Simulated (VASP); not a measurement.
Input of a VASP 6.6.1 run:

POSCAR

```
Sb
1.0
   -1.8713408863      1.8713408863      1.7216336154
    1.8713408863     -1.8713408863      1.7216336154
    1.8713408863      1.8713408863     -1.7216336154
Sb
1
Direct
    0.0000000000      0.0000000000      0.0000000000
```

The input INCAR.step1:

```
SYSTEM = Sb
PREC = Accurate ; ENCUT = 520
ISMEAR = 0 ; SIGMA = 0.15
LREAL = .FALSE. ; LASPH = .TRUE.
NELM = 100 ; NBANDS = 8
GGA = PE ; ALGO = Normal
EDIFF = 1E-4 ; LWAVE = .TRUE.
LCHARG = .FALSE.
```

The input INCAR.step2:

```
SYSTEM = Sb
PREC = Accurate ; ENCUT = 520
EDIFF = 1E-6 ; ISMEAR = 0
SIGMA = 0.15 ; LREAL = .FALSE.
LASPH = .TRUE. ; NELM = 100
ALGO = Normal ; ISIF = 2
LWAVE = .FALSE. ; LCHARG = .FALSE.
METAGGA = R2SCAN ; LMIXTAU = .TRUE.
NBANDS = 8 ; ISTART = 1
```

The input KPOINTS:

```
Automatic mesh
0
G
  18 18 18
  0 0 0
```

Potentials or basis: VASP PAW PBE potentials, release 64 (Sb).

The run is started by

```bash
$ cat potpaw_PBE.64/Sb/POTCAR > POTCAR
$ cp INCAR.step1 INCAR
$ mpirun -np 1 vasp_std > vasp.out
$ cp INCAR.step2 INCAR
$ mpirun -np 1 vasp_std > vasp.out
```

Estimate the band gap on the k mesh.

zero (an odd number of electrons rules out a gap without spin polarisation).

What does it give for the pressure?

9.2 GPa.

Stress tensor (GPa, compression positive):
```
 7.97  0.00  0.00
 0.00  7.97  0.00
 0.00  0.00 11.79
```

Caveat: the cell differs from its parent crystal (strain +0.000 along x and y, -0.080 along z); the cell stands under pressure; the PAW data sets were made with another functional, which shifts forces and pressure a little; spin-orbit coupling is left out, which moves the levels of the heavy elements.
